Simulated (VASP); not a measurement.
## Mg: single point with PBE

Mg:

```
CELL_PARAMETERS angstrom
2.96578 0.00000 0.00000
-1.48289 2.56844 0.00000
0.00000 0.00000 2.91479
ATOMIC_POSITIONS crystal
Mg 0.00000 0.00000 0.00000
```

This cell differs from its parent crystal: strained.

```yaml
Program: VASP 6.6.1
Task: single point
Functional: PBE
Potentials_or_basis: VASP PAW PBE potentials, release 64 (Mg)
Cutoff: 600 eV
k_mesh: 15 × 15 × 14
Occupations: gaussian, width 0.1 eV
Spin: no spin polarisation
```

- Pressure: 5.0 GPa
- Band gap on the k mesh: zero (bands 1 and 2 overlap by 5.90 eV)

Stress tensor (GPa, compression positive):
```
5.18 0.00 0.00
0.00 5.18 0.00
0.00 0.00 4.63
```

Levels at points of the mesh, in eV from the Fermi level:
```csv
k point,band 1,band 2,band 3,band 4,band 5
"(0.00, 0.00, 0.00)",-7.10,8.51,9.73,13.01,13.01
"(0.00, 0.00, 0.50)",-2.94,-2.59,15.46,15.46,16.83
```

Wall time 48 s on 1 thread of Intel Xeon 8259CL, with other jobs on the host, peak memory 0.17 GiB.

Caveat: the cell differs from its parent crystal (strained); the cell stands under pressure.
